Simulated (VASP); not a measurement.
# Si3C2 (P-6m2) in VASP: a series of runs, part 2 of 2

VASP 6.6.1.

### 3 Relaxation of cell and atoms, PBE

This run uses another cell than the first one, of 10.51 Å³/atom, 0.991 times its volume.

Input file INCAR:

```
ALGO     = Normal         # electronic algorithm
EDIFF    = 1E-6           # SCF threshold, eV
EDIFFG   = -0.04          # ionic threshold
ENCUT    = 600            # plane-wave cutoff, eV
GGA      = PE             # functional
IBRION   = 2              # ionic algorithm
ISIF     = 3              # what is computed and relaxed
ISMEAR   = 0              # smearing method
LASPH    = True           # aspherical terms in the spheres
LCHARG   = False          # write CHGCAR
LREAL    = False          # projectors in reciprocal space
LWAVE    = False          # write WAVECAR
NELM     = 100            # most SCF steps
NSW      = 90             # ionic steps
PREC     = Accurate       # precision mode
SIGMA    = 0.1            # smearing width, eV
```

Input file KPOINTS:

```
k-points
0
Gamma
  6 6 2
```

Input file POSCAR:

```
Si3C2
1.0
    2.9183508221      0.0000000000      0.0000000000
   -1.4591754110      2.5273659491      0.0000000000
    0.0000000000      0.0000000000     14.2558124523
Si C
6 4
Direct
    0.3333333333      0.6666666667      0.4154437701
    0.3333333333      0.6666666667      0.5845562299
    0.6666666667      0.3333333333      0.9131075743
    0.6666666667      0.3333333333      0.0868924257
    0.6666666667      0.3333333333      0.2622365199
    0.6666666667      0.3333333333      0.7377634801
    0.3333333333      0.6666666667      0.8018215070
    0.3333333333      0.6666666667      0.0000000000
    0.3333333333      0.6666666667      0.1981784930
    0.6666666667      0.3333333333      0.5000000000
```

Potentials or basis: VASP PAW PBE potentials, release 64 (Si, C).

The run is started by

```bash
> cat potpaw_PBE.64/Si/POTCAR potpaw_PBE.64/C/POTCAR > POTCAR
> mpirun -np 1 vasp_std > vasp.out
```

OUTCAR:

```text
EDIFF = 1E-6
   EDIFFG = -0.04
   ENCUT = 600
   GGA = PE
   IBRION = 2
   ISIF = 3
   ISMEAR = 0
   LASPH = True
   LREAL = False
   NELM = 100
   NSW = 90
   PREC = Accurate

 ion  position               nearest neighbor table
   1  0.333  0.667  0.415-  10 2.07  10 2.07  10 2.07   2 2.41   5 2.76   5 2.76   5 2.76
   2  0.333  0.667  0.585-  10 2.07  10 2.07  10 2.07   1 2.41   6 2.76   6 2.76   6 2.76
   3  0.667  0.333  0.913-   8 2.09   8 2.09   8 2.09   7 2.31   7 2.31   7 2.31   4 2.48   6 2.50

   4  0.667  0.333  0.087-   8 2.09   8 2.09   8 2.09   9 2.31   9 2.31   9 2.31   3 2.48   5 2.50

   5  0.667  0.333  0.262-   9 1.92   9 1.92   9 1.92   4 2.50   1 2.76   1 2.76   1 2.76
   6  0.667  0.333  0.738-   7 1.92   7 1.92   7 1.92   3 2.50   2 2.76   2 2.76   2 2.76
   7  0.333  0.667  0.802-   6 1.92   6 1.92   6 1.92   3 2.31   3 2.31   3 2.31
   8  0.333  0.667  0.000-   3 2.09   4 2.09   3 2.09   4 2.09   3 2.09   4 2.09
   9  0.333  0.667  0.198-   5 1.92   5 1.92   5 1.92   4 2.31   4 2.31   4 2.31
  10  0.667  0.333  0.500-   1 2.07   2 2.07   1 2.07   2 2.07   1 2.07   2 2.07

  LATTYP: Found a hexagonal cell.
 ALAT       =     2.9183508221
[... 198 lines left out ...]
  in kB      -19.9588302    -19.9588302     27.8899657     -0.0000000      0.0000000      0.0000000
  external PRESSURE =      -4.0092316 kB  Pullay stress =       0.0000000 kB
[... 251 lines left out ...]
--------------------------------------- Ionic step        7  -------------------------------------------

 number of electron      40.0000002 magnetization

 Free energy of the ion-electron system (eV)
  ---------------------------------------------------
  ext. energy  EPLUGINS =         0.00000000
  ---------------------------------------------------
  free energy    TOTEN  =       -61.56886192 eV

  energy without entropy =      -61.54809074  energy(sigma->0) =      -61.55847633

 E-fermi :  10.3526     XC(G=0): -11.7256

 val. band max:       10.3376436613   @ k =   0.3333  -0.0000   0.0000
 cond. band min:      10.3569561315   @ k =   0.3333   0.3333   0.5000
 fundamental gap:      0.0193124703
 Fermi energy:        10.3525597508

 k-point     1 :       0.0000    0.0000    0.0000
  band No.  band energies     occupation
      1      -6.7238      2.00000
      2      -6.3683      2.00000
      3      -5.8553      2.00000
      4      -4.9369      2.00000
      5      -1.8605      2.00000
      6      -0.2236      2.00000
[... 432 lines left out ...]
  FREE ENERGIE OF THE ION-ELECTRON SYSTEM (eV)
  ---------------------------------------------------
  free  energy   TOTEN  =       -61.5688619247 eV

  energy  without entropy=      -61.5480907404  energy(sigma->0) =      -61.55847633

 reached required accuracy - stopping structural energy minimisation
```

OSZICAR:

```text
N       E                     dE             d eps       ncg     rms          rms(c)
DAV:   1     0.125873406503E+03    0.12587E+03   -0.20061E+04   728   0.155E+03
DAV:   2    -0.550521317514E+02   -0.18093E+03   -0.17576E+03   940   0.226E+02
DAV:   3    -0.671763387713E+02   -0.12124E+02   -0.11936E+02   928   0.552E+01
[... 61 lines left out ...]
DAV:   2    -0.615688875061E+02    0.89150E-04   -0.54855E-04   888   0.129E-01    0.317E-02
DAV:   3    -0.615688749964E+02    0.12510E-04   -0.22027E-04   922   0.727E-02    0.180E-02
DAV:   4    -0.615688637762E+02    0.11220E-04   -0.88262E-05   908   0.438E-02    0.831E-03
DAV:   5    -0.615688623429E+02    0.14333E-05   -0.98853E-06   874   0.164E-02    0.417E-03
DAV:   6    -0.615688619247E+02    0.41826E-06   -0.58715E-07   396   0.474E-03
   7 F= -.61568862E+02 E0= -.61558476E+02  d E =-.470071E-02
```

Wall time 90 s (1 thread of Intel Xeon 6975P-C (Granite Rapids), shared host); peak memory 0.26 GiB.

Results:

| Property | Result |
| --- | --- |
| Free energy | -61.5689 eV |
| Relaxed volume | 10.59 Å³/atom |
| Relaxed cell | a = 2.910 Å, b = 2.910 Å, c = 14.445 Å, α = 90.00°, β = 90.00°, γ = 120.00° |
| Space group after relaxing (to 0.05 Å) | P-6m2 (No. 187) |
| Energy gained by relaxing | 2.5 meV/atom |
| Ionic steps | 7 |
| Pressure after relaxing | -0.1 GPa |
| Largest force after relaxing | 0.036 eV/Å |
| Band gap on the k mesh | zero (band 20 reaches 14.32 eV, above the bottom of band 21 at 8.54 eV) |

Forces in eV/Å, atoms in the order of the input:
```
Si   0.000  0.000 -0.029
Si   0.000  0.000  0.029
Si   0.000  0.000 -0.023
Si   0.000  0.000  0.023
Si   0.000  0.000 -0.036
Si   0.000  0.000  0.036
C    0.000  0.000  0.014
C    0.000  0.000  0.000
C    0.000  0.000 -0.014
C    0.000  0.000  0.000
```

The path:
```tsv
step	energy change (eV)	largest force (eV/Å)	pressure (GPa)	volume (Å³)
1	0.0000	0.1578	-0.40	105.15
2	-0.0111	0.2631	0.30	104.74
3	-0.0132	0.2364	0.10	104.86
4	-0.0198	0.0821	0.97	104.82
5	-0.0198	0.1033	1.06	104.82
6	-0.0244	0.0406	0.10	105.76
7	-0.0245	0.0363	-0.07	105.93
```

Final structure:
```xyz
10
Lattice="2.9100 0.0000 0.0000 -1.4550 2.5202 0.0000 0.0000 0.0000 14.4448" Properties=species:S:1:pos:R:3 pbc="T T T"
Si    0.0000    1.6801    6.0119
Si    0.0000    1.6801    8.4328
Si    1.4550    0.8401   13.2120
Si    1.4550    0.8401    1.2327
Si    1.4550    0.8401    3.7535
Si    1.4550    0.8401   10.6912
C     0.0000    1.6801   11.5708
C     0.0000    1.6801   14.4448
C     0.0000    1.6801    2.8740
C     1.4550    0.8401    7.2224
```

Caveat: the k points lie up to 0.42 Å⁻¹ apart in the final cell.

### 4 Single point, PBE, collinear spin, ferromagnetic start

This run uses another cell than the first one, of 10.59 Å³/atom, 0.998 times its volume.

Input file INCAR:

```
PREC = Accurate ; ENCUT = 520
EDIFF = 1E-6 ; ISMEAR = 0
SIGMA = 0.1 ; LREAL = F
LASPH = T ; NELM = 150
ALGO = Normal ; ISIF = 2
LWAVE = F ; LCHARG = T
ISPIN = 2 ; MAGMOM = 0 0 0 0 0 0 1 1 1 1
LORBIT = 11 ; GGA = PE
LELF = T ; LVHAR = T
NBANDS = 35
```

Input file KPOINTS:

```
regular mesh
0
Gamma
  6 6 2
```

Input file POSCAR:

```
Si3C2
1.0
    2.9085664889      0.0000000000      0.0000000000
   -1.4542832445      2.5188924680      0.0000000000
    0.0000000000      0.0000000000     14.4487273427
Si C
6 4
Direct
    0.3333333333      0.6666666667      0.4160744454
    0.3333333333      0.6666666667      0.5839255546
    0.6666666667      0.3333333333      0.9146792549
    0.6666666667      0.3333333333      0.0853207451
    0.6666666667      0.3333333333      0.2596353112
    0.6666666667      0.3333333333      0.7403646888
    0.3333333333      0.6666666667      0.8013714168
    0.3333333333      0.6666666667      0.0000000000
    0.3333333333      0.6666666667      0.1986285832
    0.6666666667      0.3333333333      0.5000000000
```

The run is started by

```bash
> cat potpaw_PBE.64/Si/POTCAR potpaw_PBE.64/C/POTCAR > POTCAR
> mpirun -np 1 vasp_std > vasp.out
```

Wall time 76 s (1 thread of Intel Xeon 6975P-C (Granite Rapids), shared host); peak memory 0.31 GiB.

The run converged. Its results:

| Property | Result |
| --- | --- |
| Free energy | -61.5651 eV |
| Pressure | 0.1 GPa |
| Largest force | 0.029 eV/Å |
| Band gap on the k mesh | zero (filled and empty bands overlap) |
| Net moment | 0.00 μB per cell |
| Valence electrons inside the program's atomic spheres | Si 1.54, 1.48, 1.63; C 2.46, 2.40, 2.42 |

Forces in eV/Å, atoms in the order of the input:
```
Si   0.000  0.000  0.029
Si   0.000  0.000 -0.029
Si   0.000  0.000 -0.008
Si   0.000  0.000  0.008
Si   0.000  0.000 -0.021
Si   0.000  0.000  0.021
C    0.000  0.000  0.000
C    0.000  0.000  0.000
C    0.000  0.000  0.000
C    0.000  0.000  0.000
```

Stress tensor (GPa, compression positive):
```
 0.21  0.00  0.00
 0.00  0.21  0.00
 0.00  0.00 -0.24
```

Levels at points of the mesh, in eV from the Fermi level:
Spin up:
| k point | band 17 | band 18 | band 19 | band 20 | band 21 | band 22 | band 23 | band 24 |
| --- | --- | --- | --- | --- | --- | --- | --- | --- |
| (0.00, 0.00, 0.00) | -0.33 | -0.33 | 0.66 | 3.96 | 4.28 | 4.79 | 5.29 | 5.87 |
| (0.50, 0.00, 0.00) | -2.93 | -2.38 | -2.12 | -1.96 | -0.47 | 0.31 | 1.54 | 1.70 |
| (0.00, 0.00, 0.50) | -0.33 | -0.33 | 2.11 | 2.39 | 4.78 | 4.80 | 5.39 | 5.62 |
| (0.50, 0.00, 0.50) | -2.90 | -2.39 | -2.19 | -1.88 | -0.73 | 0.69 | 1.40 | 1.84 |
Spin down:
```tsv
k point	band 16	band 17	band 18	band 19	band 20	band 21	band 22	band 23	band 24	band 25
(0.00, 0.00, 0.00)	-0.77	-0.33	-0.33	0.66	3.96	4.28	4.80	5.29	5.87	6.14
(0.50, 0.00, 0.00)	-3.23	-2.93	-2.38	-2.12	-1.96	-0.47	0.31	1.54	1.70	2.26
(0.00, 0.00, 0.50)	-0.76	-0.33	-0.33	2.11	2.39	4.78	4.80	5.39	5.62	6.16
(0.50, 0.00, 0.50)	-3.26	-2.90	-2.39	-2.19	-1.88	-0.73	0.69	1.40	1.84	2.35
```

Caveat: the k points lie up to 0.42 Å⁻¹ apart.

### 5 Summary

| task | spin | cell | k mesh | cutoff (eV) | gap on the mesh (eV) | pressure (GPa) | largest force (eV/Å) |
| --- | --- | --- | --- | --- | --- | --- | --- |
| single point | off | a = 2.910, b = 2.910, c = 14.469 Å, angles 90.0, 90.0, 120.0°, 10 atoms | 12 × 12 × 4 | 520 | none | 0.1 | 0.02 |
| relaxation of cell and atoms | off | relaxed from a = 2.918, b = 2.918, c = 14.256 Å, angles 90.0, 90.0, 120.0°, 10 atoms | 6 × 6 × 2 | 600 | none | -0.1 | 0.04 |
| single point | collinear, ferromagnetic start | a = 2.909, b = 2.909, c = 14.449 Å, angles 90.0, 90.0, 120.0°, 10 atoms | 6 × 6 × 2 | 520 | none | 0.1 | 0.03 |

Alike in all rows: level PBE; potentials or basis VASP PAW PBE potentials, release 64 (Si, C); smearing gaussian 0.1 eV.

Caveats: some runs use coarse meshes.

Total energies depend on the potentials used, so only differences within one code and one set of settings carry meaning.
